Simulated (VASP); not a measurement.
# WSe2 in VASP: a series of runs

WSe2 is run at these levels: PBE+D3(BJ); tasks: single point.

All numbers are computed with VASP 6.6.1; they aren't measurements. Logs are shortened: lines on timing, memory, paths and dates and some standing lists are left out, and cuts for length are marked.

## Step 1: The cell of the first run

The cell holds a slab with vacuum, 6 atoms: a = 3.285 Å, b = 3.285 Å, c = 24.239 Å, α = 90.00°, β = 90.00°, γ = 120.00°.

## Step 2: Single point, PBE+D3(BJ)

The input, INCAR:

```
SYSTEM = WSe2
ALGO = Normal
DIPOL = 0.5 0.5 0.398
EDIFF = 1E-6
ENCUT = 520
GGA = PE
IDIPOL = 3
ISIF = 2
ISMEAR = 0
IVDW = 12
LASPH = .TRUE.
LCHARG = .TRUE.
LDIPOL = .TRUE.
LELF = .TRUE.
LREAL = .FALSE.
LVACPOTAV = .TRUE.
LVHAR = .TRUE.
LWAVE = .FALSE.
NBANDS = 35
NELM = 80
PREC = Accurate
SIGMA = 0.05
```

The input, KPOINTS:

```
k-points
0
G
  9 9 1
  0 0 0
```

The input, POSCAR:

```
WSe2
1.0
    3.2854807123      0.0000000000      0.0000000000
   -1.6427403561      2.8453097605      0.0000000000
    0.0000000000      0.0000000000     24.2386612352
Se W
4 2
Direct
    0.3333333333      0.6666666667      0.1856538179
    0.3333333333      0.6666666667      0.3246602831
    0.8333333333      1.0000000000      0.4715330812
    0.8333333333      1.0000000000      0.6105395464
    0.6666666667      0.3333333333      0.2551570505
    0.5000000000      1.3333333333      0.5410363138
```

Potentials or basis: VASP PAW PBE potentials, release 64 (Se, W_sv).

On the command line:

```console
$ cat potpaw_PBE.64/Se/POTCAR potpaw_PBE.64/W_sv/POTCAR > POTCAR
$ mpirun -np 1 vasp_std > vasp.out
```

OUTCAR:

```text
SYSTEM = WSe2
   EDIFF = 1E-6
   ENCUT = 520
   GGA = PE
   ISIF = 2
   ISMEAR = 0
   IVDW = 12
   LASPH = .TRUE.
   LREAL = .FALSE.
   NELM = 80
   PREC = Accurate
 IVDW          = 12

 ion  position               nearest neighbor table
   1  0.333  0.667  0.186-   5 2.54   5 2.54   5 2.54
   2  0.333  0.667  0.325-   5 2.54   5 2.54   5 2.54
   3  0.833  0.000  0.472-   6 2.54   6 2.54   6 2.54
   4  0.833  0.000  0.611-   6 2.54   6 2.54   6 2.54
   5  0.667  0.333  0.255-   2 2.54   1 2.54   2 2.54   1 2.54   2 2.54   1 2.54
   6  0.500  0.333  0.541-   3 2.54   4 2.54   3 2.54   4 2.54   3 2.54   4 2.54

  LATTYP: Found a hexagonal cell.
 ALAT       =     3.2854807123
 C/A-ratio  =     7.3775083033

  Lattice vectors:

 A1 = (   3.2854807123,   0.0000000000,   0.0000000000)
 A2 = (  -1.6427403561,   2.8453097605,   0.0000000000)
 A3 = (   0.0000000000,   0.0000000000,  24.2386612352)

Analysis of symmetry for initial positions (statically):
=====================================================================
 Subroutine PRICEL returns:
 Original cell was already a primitive cell.

 Routine SETGRP: Setting up the symmetry group for a
 hexagonal supercell.

 Subroutine GETGRP returns: Found  2 space group operations
 (whereof  1 operations were pure point group operations)
 out of a pool of 24 trial point group operations.

The static configuration has the point symmetry C_1 .
 The point group associated with its full space group is S_2 .

Analysis of symmetry for dynamics (positions and initial velocities):
=====================================================================
 Subroutine PRICEL returns:
 Original cell was already a primitive cell.

 Routine SETGRP: Setting up the symmetry group for a
 hexagonal supercell.

 Subroutine GETGRP returns: Found  2 space group operations
 (whereof  1 operations were pure point group operations)
 out of a pool of 24 trial point group operations.

The dynamic configuration has the point symmetry C_1 .
 The point group associated with its full space group is S_2 .

 Subroutine INISYM returns: Found  2 space group operations
 (whereof  1 operations are pure point group operations),
 and found     1 'primitive' translations

----------------------------------------------------------------------------------------

                                     Primitive cell

  volume of cell :     226.5881

  direct lattice vectors                    reciprocal lattice vectors
     3.285480712  0.000000000  0.000000000     0.304369463  0.175727791  0.000000000
    -1.642740356  2.845309761  0.000000000     0.000000000  0.351455583  0.000000000
     0.000000000  0.000000000 24.238661235     0.000000000  0.000000000  0.041256404

  length of vectors
     3.285480712  3.285480712 24.238661235     0.351455583  0.351455583  0.041256404

  position of ions in fractional coordinates (direct lattice)
     0.333333333  0.666666667  0.185653818
     0.333333333  0.666666667  0.324660283
     0.833333333  0.000000000  0.471533081
     0.833333333  0.000000000  0.610539546
     0.666666667  0.333333333  0.255157051
     0.500000000  0.333333333  0.541036314

  ion indices of the primitive-cell ions
   primitive index   ion index
                 1           1
                 2           2
                 3           3
                 4           4
                 5           5
                 6           6

----------------------------------------------------------------------------------------

 KPOINTS: k-points

Automatic generation of k-mesh.
 Grid dimensions read from file:
 generate k-points for:    9    9    1

 Generating k-lattice:

  Cartesian coordinates                     Fractional coordinates (reciprocal lattice)
     0.033818829  0.019525310  0.000000000     0.111111111 -0.000000000  0.000000000
     0.000000000  0.039050620  0.000000000     0.000000000  0.111111111  0.000000000
     0.000000000  0.000000000  0.041256404     0.000000000  0.000000000  1.000000000

  Length of vectors
     0.039050620  0.039050620  0.041256404

  Shift w.r.t. Gamma in fractional coordinates (k-lattice)
     0.000000000  0.000000000  0.000000000

 Subroutine IBZKPT returns following result:
 ===========================================

 Found     41 irreducible k-points:

 Following reciprocal coordinates:
            Coordinates               Weight
  0.000000  0.000000  0.000000      1.000000
  0.111111 -0.000000  0.000000      2.000000
  0.000000  0.111111  0.000000      2.000000
 -0.111111  0.111111  0.000000      2.000000
  0.222222 -0.000000  0.000000      2.000000
  0.000000  0.222222  0.000000      2.000000
[... 16 lines left out ...]
  0.333333  0.111111  0.000000      2.000000
 -0.111111  0.444444  0.000000      2.000000
 [... further k-points ...]
   k-points           NKPTS =     41   k-points in BZ     NKDIM =     41   number of bands    NBANDS=     35
   number of dos      NEDOS =    301   number of ions     NIONS =      6
   total plane-waves  NPLWV = 103680
   dimension x,y,z NGX =    24 NGY =   24 NGZ =  180
   dimension x,y,z NGXF=    48 NGYF=   48 NGZF=  360
   ions per type =               4   2
   NGX,Y,Z   is equivalent  to a cutoff of  12.14, 12.14, 12.35 a.u.
   NGXF,Y,Z  is equivalent  to a cutoff of  24.29, 24.29, 24.69 a.u.
 SYSTEM =  WSe2
   PREC   = accura    normal or accurate (medium, high low for compatibility)
   ISTART =      0    job   : 0-new  1-cont  2-samecut
   ICHARG =      2    charge: 1-file 2-atom 10-const
   ISPIN  =      1    spin polarized calculation?
   LNONCOLLINEAR =      F non collinear calculations
   LSORBIT =      F    spin-orbit coupling
   LASPH  =      T    aspherical Exc in radial PAW
   ENCUT  =  520.0 eV  38.22 Ry    6.18 a.u.   6.11  6.11 45.07*2*pi/ulx,y,z
   NELM   =     80;   NELMIN=  2; NELMDL= -5     # of ELM steps
   EDIFF  = 0.1E-05   stopping-criterion for ELM
   LREAL  =      F    real-space projection
   EDIFFG = 0.1E-04   stopping-criterion for IOM
   NSW    =      0    number of steps for IOM
   IBRION =     -1    ionic relax: 0-MD 1-quasi-New 2-CG
   NFREE  =      0    steps in history (QN), initial steepest desc. (CG)
   ISIF   =      2    stress and relaxation
   ISYM   =      2    0-nonsym 1-usesym 2-fastsym
   POTIM  = 0.5000    time-step for ionic-motion
   TEBEG  =    0.0;   TEEND  =   0.0 temperature during run
   PSTRESS=    0.0 pullay stress
   NELECT =      52.0000    total number of electrons
   NUPDOWN=      -1.0000    fix difference up-down
   EMIN   =  10.00;   EMAX   =-10.00  energy-range for DOS
   EFERMI =   0.00;   METHOD = LEGACY
   ISMEAR =     0;   SIGMA  =   0.05  broadening in eV -4-tet -1-fermi 0-gaus
   EFERMI_NEDOS =   21; number of points for ismear=-14 and -15
   IALGO  =     38    algorithm
   IMIX   =      4    mixing-type and parameters
     AMIX     =   0.40;   BMIX     =  1.00
     AMIX_MAG =   1.60;   BMIX_MAG =  1.00
  volume/ion in A,a.u.               =      37.76       254.85
  Fermi-wavevector in a.u.,A,eV,Ry     =   1.002298  1.894069 13.668433  1.004601
  Thomas-Fermi vector in A             =   2.134776
   LORBIT       =      0    0 simple, 1 ext, 2 COOP (PROOUT), +10 PAW based schemes
   GGA     = PE    functional components
   LHFCALC =     F    Hartree Fock is set to
   AEXX    =    0.0000 exact exchange contribution
   IVDW    =    12    specifies the selected vdW correction
   LEPSILON=     F    determine dielectric tensor
   LRPA    =     F    only Hartree local field effects (RPA)
 non-spin polarized calculation
 Gauss-broadening in eV      SIGMA  =   0.05
  energy-cutoff  :      520.00
  volume of cell :      226.59
 maximum number of plane-waves:      6144
   NGX = 13   NGY = 13   NGZ = 91

 dipolmoment           0.000000      0.000000      0.000006 electrons x Angstroem

 number of electron      51.9999989 magnetization

 dipolmoment           0.000000      0.000000     -0.000000 electrons x Angstroem

 Free energy of the ion-electron system (eV)
  ---------------------------------------------------
  ext. energy  EPLUGINS =         0.00000000
  ---------------------------------------------------
  free energy    TOTEN  =       -43.20174972 eV

  energy without entropy =      -43.20174972  energy(sigma->0) =      -43.20174972

 E-fermi :   1.1681     XC(G=0):  -6.2698

 val. band max:        0.8676554757   @ k =   0.3333   0.3333   0.0000
 cond. band min:       2.4196398136   @ k =  -0.3333   0.2222   0.0000
 fundamental gap:      1.5519843379
 Fermi energy:         1.1680524546

 k-point     1 :       0.0000    0.0000    0.0000
  band No.  band energies     occupation
      1     -73.1805      2.00000
      2     -73.1805      2.00000
      3     -37.4265      2.00000
      4     -37.4265      2.00000
      5     -37.2920      2.00000
      6     -37.2920      2.00000
[... 27 lines left out ...]
     34       4.0323      0.00000
     35       5.1850      0.00000

 k-point     2 :       0.1111   -0.0000    0.0000
  band No.  band energies     occupation
      1     -73.1793      2.00000
      2     -73.1793      2.00000
      3     -37.4213      2.00000
      4     -37.4213      2.00000
      5     -37.3197      2.00000
      6     -37.3197      2.00000
[... 27 lines left out ...]
     34       4.1627      0.00000
     35       5.6054      0.00000

 k-point     3 :       0.0000    0.1111    0.0000
  band No.  band energies     occupation
      1     -73.1793      2.00000
      2     -73.1793      2.00000
      3     -37.4213      2.00000
      4     -37.4213      2.00000
      5     -37.3198      2.00000
      6     -37.3198      2.00000
[... 27 lines left out ...]
     34       4.1614      0.00000
     35       5.6044      0.00000
[... 723 lines left out ...]
 k-point    23 :       0.3333    0.1111    0.0000
  band No.  band energies     occupation
      1     -73.1709      2.00000
      2     -73.1709      2.00000
      3     -37.4932      2.00000
      4     -37.4932      2.00000
      5     -37.3850      2.00000
      6     -37.3850      2.00000
[... 27 lines left out ...]
     34       5.2201      0.00000
     35       6.4110      0.00000

 k-point    24 :      -0.1111    0.4444    0.0000
  band No.  band energies     occupation
      1     -73.1709      2.00000
      2     -73.1709      2.00000
      3     -37.4933      2.00000
      4     -37.4932      2.00000
      5     -37.3851      2.00000
      6     -37.3851      2.00000
[... 27 lines left out ...]
     34       5.2199      0.00000
     35       6.4118      0.00000

 [... further k-points ...]

------------------------ aborting loop because EDIFF is reached ----------------------------------------

 Edisp (eV)   -2.31227

 E8    (eV) :    -1.0629

  FORCE on cell =-STRESS in cart. coord.  units (eV):
  Direction    XX          YY          ZZ          XY          YZ          ZX
  --------------------------------------------------------------------------------------
  -------------------------------------------------------------------------------------
  Total       0.02578     0.02322    -0.26514     0.03507     0.05298     0.04801
  in kB       0.18230     0.16417    -1.87477     0.24798     0.37464     0.33944
  external pressure =       -0.51 kB  Pullay stress =        0.00 kB

 VOLUME and BASIS-vectors are now :
 -----------------------------------------------------------------------------
  energy-cutoff  :      520.00
  volume of cell :      226.59
      direct lattice vectors                 reciprocal lattice vectors
     3.285480712  0.000000000  0.000000000     0.304369463  0.175727791  0.000000000
    -1.642740356  2.845309761  0.000000000     0.000000000  0.351455583  0.000000000
     0.000000000  0.000000000 24.238661235     0.000000000  0.000000000  0.041256404

 POSITION                                       TOTAL-FORCE (eV/Angst)
 -----------------------------------------------------------------------------------
     -0.00000      1.89687      4.50000        -0.000891      0.000427     -0.040144
     -0.00000      1.89687      7.86933        -0.007720     -0.007763      0.102180
      2.73790      0.00000     11.42933         0.007720      0.007763     -0.102180
      2.73790      0.00000     14.79866         0.000891     -0.000427      0.040144
      1.64274      0.94844      6.18467        -0.001580     -0.004303      0.038226
      1.09516      0.94844     13.11400         0.001580      0.004303     -0.038226
 -----------------------------------------------------------------------------------
    total drift:                                0.000000     -0.000000      0.000117

  FREE ENERGIE OF THE ION-ELECTRON SYSTEM (eV)
  ---------------------------------------------------
  free  energy   TOTEN  =       -45.5140204464 eV

  energy  without entropy=      -45.5140204464  energy(sigma->0) =      -45.51402045

 vacuum level on the upper side and lower side of the slab         5.921         5.921
```

Run time: 4.3 min. Hardware: 1 thread of AMD EPYC 9R45 (Zen 5), shared host; peak memory 0.46 GiB.

Results:

| Property | Result |
| --- | --- |
| Free energy | -45.5140 eV |
| Largest force | 0.103 eV/Å |
| Band gap on the k mesh | 1.55 eV, indirect (least direct gap 1.66 eV) |
| Dispersion energy per atom | -0.385 eV |

Forces on the atoms (eV/Å):
```
Se  -0.001  0.000 -0.040
Se  -0.008 -0.008  0.102
Se   0.008  0.008 -0.102
Se   0.001  0.000  0.040
W   -0.002 -0.004  0.038
W    0.002  0.004 -0.038
```

Caveat: spin-orbit coupling is left out, which moves the levels of the heavy elements.

## Step 3: Single point, PBE+D3(BJ)

The input, INCAR:

```
  PREC = Accurate
  ENCUT = 520
  EDIFF = 1E-6
  ISMEAR = 0
  SIGMA = 0.05
  LREAL = False
  LASPH = True
  NELM = 60
  ALGO = Normal
  ISIF = 2
  LWAVE = False
  LCHARG = False
  LDIPOL = True
  IDIPOL = 3
  DIPOL = 0.5 0.5 0.398
  GGA = PE
  IVDW = 12
  NBANDS = 35
```

The input, KPOINTS:

```
regular mesh
0
Gamma
  9 9 1
```

The input, POSCAR:

```
WSe2
1.0
    3.2854807123      0.0000000000      0.0000000000
   -1.6427403561      2.8453097605      0.0000000000
    0.0000000000      0.0000000000     24.2386612352
Se W
4 2
Direct
    0.3333333333      0.6666666667      0.1856538179
    0.3333333333      0.6666666667      0.3246602831
    0.3333333333      1.0000000000      0.4715330812
    0.3333333333      1.0000000000      0.6105395464
    0.6666666667      0.3333333333      0.2551570505
    0.0000000000      1.3333333333      0.5410363138
```

Potentials or basis: VASP PAW PBE potentials, release 64 (Se, W_sv).

On the command line:

```console
$ cat potpaw_PBE.64/Se/POTCAR potpaw_PBE.64/W_sv/POTCAR > POTCAR
$ mpirun -np 1 vasp_std > vasp.out
```

Run time: 6.8 min. Hardware: 1 thread of Oxide Virtual Turin-like, shared host; peak memory 0.45 GiB.

It converged, with:

* Free energy: -45.5076 eV
* Largest force: 0.091 eV/Å
* Band gap on the k mesh: 1.54 eV, indirect (least direct gap 1.65 eV)
* Dispersion energy per atom: -0.385 eV

Forces on the atoms (eV/Å):
```
Se   0.001  0.001 -0.039
Se   0.008 -0.023  0.087
Se  -0.008  0.023 -0.087
Se  -0.001 -0.001  0.039
W    0.002 -0.013  0.029
W   -0.002  0.013 -0.029
```

Levels at points of the mesh, in eV from the valence-band top:
```tsv
k point	band 24	band 25	band 26	band 27	band 28	band 29
(0.00, 0.00, 0.00)	-1.18	-0.60	-0.12	2.96	2.96	2.98
```

Caveat: spin-orbit coupling is left out, which moves the levels of the heavy elements.

## Step 4: Single point, PBE+D3(BJ)

The input, INCAR:

```
SYSTEM = WSe2
PREC = Accurate ; ENCUT = 520
EDIFF = 1E-6 ; ISMEAR = 0
SIGMA = 0.05 ; LREAL = .False.
LASPH = .True. ; NELM = 100
ALGO = Normal ; ISIF = 2
LWAVE = .False. ; LCHARG = .False.
LDIPOL = .True. ; IDIPOL = 3
DIPOL = 0.5 0.5 0.398 ; GGA = PE
IVDW = 12 ; NBANDS = 35
```

The input, KPOINTS:

```
Automatic mesh
0
Gamma
  9 9 1
  0 0 0
```

The input, POSCAR:

```
WSe2
1.0
    3.2854807123      0.0000000000      0.0000000000
   -1.6427403561      2.8453097605      0.0000000000
    0.0000000000      0.0000000000     24.2386612352
Se W
4 2
Direct
    0.3333333333      0.6666666667      0.1856538179
    0.3333333333      0.6666666667      0.3246602831
    0.3333333333      0.8333333333      0.4715330812
    0.3333333333      0.8333333333      0.6105395464
    0.6666666667      0.3333333333      0.2551570505
    0.0000000000      1.1666666667      0.5410363138
```

On the command line:

```console
$ cat potpaw_PBE.64/Se/POTCAR potpaw_PBE.64/W_sv/POTCAR > POTCAR
$ mpirun -np 1 vasp_std > vasp.out
```

Run time: 7.2 min. Hardware: 1 thread of Oxide Virtual Turin-like, shared host; peak memory 0.45 GiB.

It converged, with:

```
Free energy                : -45.4856 eV
Largest force              : 0.041 eV/Å
Band gap on the k mesh     : 1.54 eV, indirect (least direct gap 1.66 eV)
Dispersion energy per atom : -0.385 eV
```

Forces on the atoms (eV/Å):
```
Se   0.000  0.001 -0.039
Se   0.011 -0.023  0.032
Se  -0.011  0.023 -0.032
Se   0.000 -0.001  0.039
W    0.005 -0.012  0.015
W   -0.005  0.012 -0.015
```

Levels at points of the mesh, in eV from the valence-band top:
```tsv
k point	band 24	band 25	band 26	band 27	band 28	band 29
(0.00, 0.00, 0.00)	-1.17	-0.60	-0.09	2.95	2.96	2.99
```

Caveat: spin-orbit coupling is left out, which moves the levels of the heavy elements.

## Step 5: Single point, PBE+D3(BJ)

The input, INCAR:

```
SYSTEM = WSe2
ALGO     = Normal         ! electronic algorithm
DIPOL    = 0.5 0.5 0.398
EDIFF    = 1E-6           ! SCF threshold, eV
ENCUT    = 520            ! plane-wave cutoff, eV
GGA      = PE             ! functional
IDIPOL   = 3            
ISIF     = 2              ! what is computed and relaxed
ISMEAR   = 0              ! smearing method
IVDW     = 12             ! dispersion correction
LASPH    = .True.         ! aspherical terms in the spheres
LCHARG   = .False.        ! write CHGCAR
LDIPOL   = .True.       
LREAL    = .False.        ! projectors in reciprocal space
LWAVE    = .False.        ! write WAVECAR
NBANDS   = 35             ! bands
NELM     = 80             ! most SCF steps
PREC     = Accurate       ! precision mode
SIGMA    = 0.05           ! smearing width, eV
```

The input, KPOINTS:

```
k-points
0
Gamma
  9 9 1
  0 0 0
```

The input, POSCAR:

```
WSe2
1.0
    3.2854807123      0.0000000000      0.0000000000
   -1.6427403561      2.8453097605      0.0000000000
    0.0000000000      0.0000000000     24.2386612352
Se W
4 2
Direct
    0.3333333333      0.6666666667      0.1856538179
    0.3333333333      0.6666666667      0.3246602831
    0.5000000000      1.3333333333      0.4715330812
    0.5000000000      1.3333333333      0.6105395464
    0.6666666667      0.3333333333      0.2551570505
    0.1666666667      1.6666666667      0.5410363138
```

On the command line:

```console
$ cat potpaw_PBE.64/Se/POTCAR potpaw_PBE.64/W_sv/POTCAR > POTCAR
$ mpirun -np 1 vasp_std > vasp.out
```

Run time: 7 min. Hardware: 1 thread of Oxide Virtual Turin-like, shared host; peak memory 0.45 GiB.

It converged, with:

- Free energy: -45.5225 eV
- Largest force: 0.125 eV/Å
- Band gap on the k mesh: 1.53 eV, indirect (least direct gap 1.64 eV)
- Dispersion energy per atom: -0.385 eV

Forces on the atoms (eV/Å):
```
Se   0.002  0.000 -0.038
Se  -0.015  0.006  0.124
Se   0.015 -0.006 -0.124
Se  -0.002  0.000  0.038
W   -0.010  0.003  0.034
W    0.010 -0.003 -0.034
```

Levels at points of the mesh, in eV from the valence-band top:
| k point | band 23 | band 24 | band 25 | band 26 | band 27 | band 28 | band 29 | band 30 |
| --- | --- | --- | --- | --- | --- | --- | --- | --- |
| (0.00, 0.00, 0.00) | -1.19 | -1.19 | -0.60 | -0.14 | 2.94 | 2.95 | 2.97 | 2.98 |

Caveat: spin-orbit coupling is left out, which moves the levels of the heavy elements.
